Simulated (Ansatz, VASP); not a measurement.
**GaP: VASP beside Ansatz**

Contents of POSCAR:

```
GaP
1.0
    0.0000000000      2.8071612660      2.6550591104
    2.8071612660      0.0000000000      2.6550591104
    2.8071612660      2.8071612660      0.0000000000
Ga P
1 1
Direct
    0.0000000000      0.0000000000      0.0000000000
    0.2500000000      0.2500000000      0.2500000000
```

The input INCAR.step1:

```
SYSTEM = GaP
PREC = Accurate
ENCUT = 520
EDIFF = 1E-5
ISMEAR = 0
SIGMA = 0.01
LREAL = .FALSE.
LASPH = .TRUE.
NELM = 60
ALGO = Normal
ISIF = 2
LWAVE = .TRUE.
LCHARG = .FALSE.
GGA = PE
NBANDS = 16
```

Contents of INCAR.step2:

```
SYSTEM = GaP
PREC = Accurate
ENCUT = 520
EDIFF = 1E-6
ISMEAR = 0
SIGMA = 0.01
LREAL = .FALSE.
LASPH = .TRUE.
NELM = 60
ALGO = Normal
ISIF = 2
LWAVE = .FALSE.
LCHARG = .FALSE.
GGA = PE
LHFCALC = .TRUE.
HFSCREEN = 0.2079
PRECFOCK = Normal
ISTART = 1
NBANDS = 16
```

File KPOINTS:

```
Automatic mesh
0
G
  6 6 6
  0 0 0
```

Input for Ansatz:

```yaml
crystal:
  lattice:
    - [0.0, 2.807161266, 2.6550591104]
    - [2.807161266, 0.0, 2.6550591104]
    - [2.807161266, 2.807161266, 0.0]
  atoms:
    - { symbol: Ga, position: [0.0, 0.0, 0.0] }
    - { symbol: P, position: [0.25, 0.25, 0.25] }
kpoints:
  mp_grid: { grid: [6, 6, 6] }
  band_path:
    path:
      - [0.0, 0.0, 0.0]
      - [-0.5, -0.5, 0.0]
      - [-0.375, -0.375, 0.25]
      - [-0.375, 0.0, 0.375]
      - [0.0, 0.0, 0.5]
      - [-0.5, -0.25, 0.25]
      - [0.414062, 0.414062, 0.0]
    npoints: 1
hamiltonian:
  xc: hse06
scf:
  occupations: { method: fixed }
  n_extra_bands: 4
output:
  forces: true
  stress: true
  eigenvalues: true
  write_density: true
  write_potential: true
  elf: true
  volumetric_format: npy
```

Change from the starting cell: epitaxial_xy strain +3.0%.

Alike in both runs: task single point; functional HSE06; k mesh 6 × 6 × 6; no spin polarisation.

```csv
,VASP,Ansatz
version,VASP 6.6.1,Ansatz 0.2.0
potentials or method,"VASP PAW PBE potentials, release 64 (Ga_d, P)","plane waves, PAW"
plane-wave cutoff (eV),520,420
occupations,"gaussian, width 0.01 eV",fixed
valence electrons in the cell,18,18
```

Ansatz gave:

* gap on the k mesh at the Fermi level (eV): 1.92
* pressure (GPa): -2.1
* traceless stress, the component that is largest in VASP (GPa): 2.73

Problem. Which values does VASP return?

Solution. gap on the k mesh at the Fermi level (eV): 1.92; pressure (GPa): -2.3; traceless stress, the component that is largest in VASP (GPa): 2.74.

Ansatz's warnings: stress exchange threshold loose, stress scf threshold loose.
